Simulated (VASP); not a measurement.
# Mn in VASP: further runs, part 2 of 2

VASP 6.6.1. The steps go on from the part before.

## (4) Relaxation of cell and atoms, revPBE, collinear spin, ferromagnetic start

INCAR reads:

```
ALGO = Fast
EDIFF = 1E-6
EDIFFG = -0.01
ENCUT = 600
GGA = RE
IBRION = 2
ISIF = 3
ISMEAR = -1
ISPIN = 2
LASPH = True
LCHARG = False
LMAXMIX = 4
LORBIT = 11
LREAL = False
LWAVE = False
MAGMOM = 4 4
NELM = 150
NSW = 60
PREC = Accurate
SIGMA = 0.05
```

KPOINTS reads:

```
k-points
0
Gamma
  12 12 7
```

POSCAR reads:

```
Mn
1.0
    2.4836457705      0.0000000000      0.0000000000
   -1.2418228853      2.1509003313      0.0000000000
    0.0000000000      0.0000000000      4.0261950000
Mn
2
Direct
    0.3333333333      0.6666666667      0.2500000000
    0.6666666667      0.3333333333      0.7500000000
```

The run is started by

```
$ cat potpaw_PBE.64/Mn_pv/POTCAR > POTCAR
$ mpirun -np 1 vasp_std > vasp.out
```

Run time: 5.9 min. Hardware: 1 thread of Intel Xeon 8259CL, shared host; peak memory 0.16 GiB.

It converged, with:

```
Free energy                                           : -17.0333 eV
Relaxed volume                                        : 10.87 Å³/atom
Relaxed cell                                          : a = 2.493 Å, b = 2.493 Å, c = 4.039 Å, α = 90.00°, β = 90.00°, γ = 120.00°
Space group after relaxing (to 0.1 Å)                 : P6_3/mmc (No. 194)
Energy gained by relaxing                             : 1.0 meV/atom
Ionic steps                                           : 3
Pressure after relaxing                               : 0.0 GPa
Band gap on the k mesh                                : zero (filled and empty bands overlap)
Net moment                                            : 0.00 μB per cell
Valence electrons inside the program's atomic spheres : Mn 11.96
```

Stress tensor (GPa, compression positive):
```
 0.04  0.00  0.00
 0.00  0.04  0.00
 0.00  0.00 -0.12
```

Step by step:
```csv
step,energy change (eV),largest force (eV/Å),pressure (GPa),volume (Å³)
1,0.0000,0.0000,2.86,21.51
2,0.0033,0.0000,-4.50,22.11
3,-0.0020,0.0000,-0.02,21.74
```

Final structure:
```cif
data_structure
_symmetry_space_group_name_H-M 'P 1'
_symmetry_Int_Tables_number 1
_cell_length_a 2.4928
_cell_length_b 2.4928
_cell_length_c 4.0394
_cell_angle_alpha 90.000
_cell_angle_beta 90.000
_cell_angle_gamma 120.000
_cell_volume 21.74
loop_
_atom_site_label
_atom_site_type_symbol
_atom_site_fract_x
_atom_site_fract_y
_atom_site_fract_z
_atom_site_occupancy
Mn1 Mn 0.33333 0.66667 0.25000 1
Mn2 Mn 0.66667 0.33333 0.75000 1
```

Levels at points of the mesh, in eV from the Fermi level:
Spin up:
```
           k point  band 10  band 11  band 12  band 13  band 14  band 15  band 16  band 17
(0.00, 0.00, 0.00)    -0.92    -0.92    -0.46    -0.46     0.06     0.06     0.70     1.58
(0.50, 0.00, 0.00)    -1.33    -1.12    -0.91    -0.41     1.79     1.93     2.00     3.53
```
Spin down:
| k point | band 9 | band 10 | band 11 | band 12 | band 13 | band 14 | band 15 | band 16 | band 17 | band 18 |
| --- | --- | --- | --- | --- | --- | --- | --- | --- | --- | --- |
| (0.00, 0.00, 0.00) | -0.95 | -0.92 | -0.92 | -0.46 | -0.46 | 0.06 | 0.06 | 0.70 | 1.58 | 1.58 |
| (0.50, 0.00, 0.00) | -3.61 | -1.33 | -1.12 | -0.91 | -0.41 | 1.79 | 1.93 | 2.00 | 3.53 | 5.61 |

Caveat: the moments typed at the start vanished in this run; the PAW data sets were made with another functional, which shifts forces and pressure a little.

## (5) Single point, PBE, collinear spin, ferromagnetic start

INCAR reads:

```
ALGO = Normal ; EDIFF = 1E-6
ENCUT = 680 ; GGA = PE
GGA_COMPAT = F ; ISIF = 2
ISMEAR = -1 ; ISPIN = 2
LASPH = T ; LCHARG = F
LMAXMIX = 4 ; LORBIT = 11
LREAL = F ; LWAVE = F
MAGMOM = 6 6 ; NBANDS = 26
NELM = 200 ; NUPDOWN = 12.0
PREC = Accurate ; SIGMA = 0.05
```

KPOINTS reads:

```
k-points
0
Gamma
  10 10 6
```

POSCAR is that of step 4.

Potentials or basis: VASP PAW PBE potentials, release 64 (Mn_sv).

The run is started by

```
$ cat potpaw_PBE.64/Mn_sv/POTCAR > POTCAR
$ mpirun -np 1 vasp_std > vasp.out
```

OUTCAR:

```text
EDIFF = 1E-6
   ENCUT = 680
   GGA = PE
   ISIF = 2
   ISMEAR = -1
   ISPIN = 2
   LASPH = T
   LORBIT = 11
   LREAL = F
   NELM = 200
   NUPDOWN = 12.0
   PREC = Accurate

 ion  position               nearest neighbor table
   1  0.333  0.667  0.250-   2 2.47   2 2.47   2 2.47   2 2.47   2 2.47   2 2.47
   2  0.667  0.333  0.750-   1 2.47   1 2.47   1 2.47   1 2.47   1 2.47   1 2.47

  LATTYP: Found a hexagonal cell.
 ALAT       =     2.4836457705
 C/A-ratio  =     1.6210826229

  Lattice vectors:

 A1 = (   2.4836457705,   0.0000000000,   0.0000000000)
 A2 = (  -1.2418228853,   2.1509003313,   0.0000000000)
 A3 = (   0.0000000000,   0.0000000000,   4.0261950000)

Analysis of symmetry for initial positions (statically):
=====================================================================
 Subroutine PRICEL returns:
 Original cell was already a primitive cell.

 Routine SETGRP: Setting up the symmetry group for a
 hexagonal supercell.

 Subroutine GETGRP returns: Found 24 space group operations
[... 888 lines left out ...]

 spin component 2

 k-point     1 :       0.0000    0.0000    0.0000
  band No.  band energies     occupation
      1     -60.7832      1.00000
      2     -60.6038      1.00000
      3     -30.0603      1.00000
      4     -29.3015      1.00000
      5     -29.3015      1.00000
      6     -29.1853      1.00000
[... 685 lines left out ...]
     25      34.9074      0.00000
     26      36.6587      0.00000

 [... further k-points ...]
[... 5 lines left out ...]
  --------------------------------------------------------------------------------------
  -------------------------------------------------------------------------------------
  Total       36.6559611     36.6559611     38.3752072     -0.0000000     -0.0000000      0.0000000
  in kB     2730.5519717   2730.5519718   2858.6209315     -0.0000001     -0.0000000      0.0000000
  external PRESSURE =    2773.2416250 kB  Pullay stress =       0.0000000 kB

 VOLUME and BASIS-vectors are now :
 -----------------------------------------------------------------------------
  energy-cutoff  :      680.00
  volume of cell :       21.51
      direct lattice vectors                 reciprocal lattice vectors
     2.483645770  0.000000000  0.000000000     0.402633907  0.232460795  0.000000000
    -1.241822885  2.150900331  0.000000000     0.000000000  0.464921589  0.000000000
     0.000000000  0.000000000  4.026195000     0.000000000  0.000000000  0.248373464

 POSITION                                       TOTAL-FORCE (eV/Angst)
 -----------------------------------------------------------------------------------
     -0.00000      1.43393      1.00655         0.000000     -0.000000     -0.000000
      1.24182      0.71697      3.01965        -0.000000      0.000000      0.000000
 -----------------------------------------------------------------------------------
    total drift:                               -0.000000      0.000000     -0.000000

  FREE ENERGIE OF THE ION-ELECTRON SYSTEM (eV)
  ---------------------------------------------------
  free  energy   TOTEN  =         1.3537864125 eV

  energy  without entropy=        1.3642144638  energy(sigma->0) =        1.35900044

 total charge

# of ion       s       p       d       tot
------------------------------------------
    1        2.331   6.161   4.625  13.116
    2        2.331   6.161   4.625  13.116
--------------------------------------------------
tot          4.661  12.322   9.250  26.233

 magnetization (x)

# of ion       s       p       d       tot
------------------------------------------
    1        0.138   0.204   4.394   4.737
    2        0.138   0.204   4.394   4.737
--------------------------------------------------
tot          0.277   0.408   8.789   9.474
```

OSZICAR:

```text
N       E                     dE             d eps       ncg     rms          rms(c)
DAV:   1     0.709216319127E+03    0.70922E+03   -0.19884E+04  6096   0.385E+03
DAV:   2     0.620898136568E+02   -0.64713E+03   -0.63135E+03  5856   0.738E+02
DAV:   3     0.915187868740E+01   -0.52938E+02   -0.51662E+02  7532   0.260E+02
DAV:   4     0.316646045112E+01   -0.59854E+01   -0.57095E+01 10640   0.608E+01
DAV:   5     0.289276439473E+01   -0.27370E+00   -0.27309E+00  7830   0.131E+01    0.580E+01
DAV:   6     0.171622420265E+01   -0.11765E+01   -0.14059E+00  9198   0.184E+01    0.333E+01
DAV:   7     0.139568444357E+01   -0.32054E+00   -0.44589E-01  7842   0.114E+01    0.204E+01
DAV:   8     0.140251727301E+01    0.68328E-02   -0.29144E-01  9540   0.631E+00    0.339E+00
DAV:   9     0.135431795319E+01   -0.48199E-01   -0.97494E-02  8582   0.581E+00    0.282E+00
DAV:  10     0.135400192404E+01   -0.31603E-03   -0.83040E-03  7950   0.940E-01    0.419E-01
DAV:  11     0.135384313794E+01   -0.15879E-03   -0.57587E-04  8304   0.294E-01    0.192E-01
DAV:  12     0.135379325660E+01   -0.49881E-04   -0.71124E-05  9144   0.134E-01    0.296E-02
DAV:  13     0.135378811437E+01   -0.51422E-05   -0.15030E-05  8184   0.412E-02    0.768E-03
DAV:  14     0.135378686401E+01   -0.12504E-05   -0.79060E-07  5168   0.143E-02    0.322E-03
DAV:  15     0.135378641246E+01   -0.45155E-06   -0.52160E-07  4016   0.725E-03
   1 F= 0.13537864E+01 E0= 0.13590004E+01  d E =-.104281E-01  mag=    12.0000
```

It took 68 s on 1 thread of Intel Xeon Platinum 8259CL at 2.50GHz (Skylake/Cascade Lake), shared host; peak memory 0.2 GiB.

Results:

```
Free energy                                           : 1.3538 eV
Pressure                                              : 277.3 GPa
Net moment                                            : 12.00 μB per cell
Site moments                                          : Mn +4.74 μB
Valence electrons inside the program's atomic spheres : Mn 13.12
```

Stress tensor (GPa, compression positive):
```
273.06   0.00   0.00
  0.00 273.06   0.00
  0.00   0.00 285.86
```

Caveat: the stress differs along the axes, from 273 to 286 GPa; the total moment is fixed, so each spin has its own Fermi level and the state may be an excited one.

## (6) Single point, PBE, collinear spin, ferromagnetic start

INCAR reads:

```
SYSTEM = Mn
PREC = Accurate
ENCUT = 680
EDIFF = 1E-6
ISMEAR = -1
SIGMA = 0.05
LREAL = .False.
LASPH = .True.
NELM = 200
ALGO = Normal
ISIF = 2
LWAVE = .False.
LCHARG = .True.
ISPIN = 2
MAGMOM = 3 3
LORBIT = 11
NUPDOWN = 6.0
LMAXMIX = 4
GGA = PE
LELF = .True.
LVHAR = .True.
NBANDS = 26
GGA_COMPAT = .False.
```

KPOINTS reads:

```
Automatic mesh
0
Gamma
  10 10 6
  0 0 0
```

POSCAR is that of step 5.

Potentials or basis: VASP PAW PBE potentials, release 64 (Mn_sv).

The run is started by

```
$ cat potpaw_PBE.64/Mn_sv/POTCAR > POTCAR
$ mpirun -np 1 vasp_std > vasp.out
```

Run time: 38 s. Hardware: 1 thread of Intel Xeon 6975P-C (Granite Rapids), shared host; peak memory 0.2 GiB.

Results (log left out):

* Free energy: -16.3283 eV
* Pressure: 57.3 GPa
* Net moment: 6.00 μB per cell
* Site moments: Mn +2.76 μB
* Valence electrons inside the program's atomic spheres: Mn 13.10

Stress tensor (GPa, compression positive):
```
55.71  0.00  0.00
 0.00 55.71  0.00
 0.00  0.00 60.51
```

Caveat: the cell stands under pressure; the total moment is fixed, so each spin has its own Fermi level and the state may be an excited one.
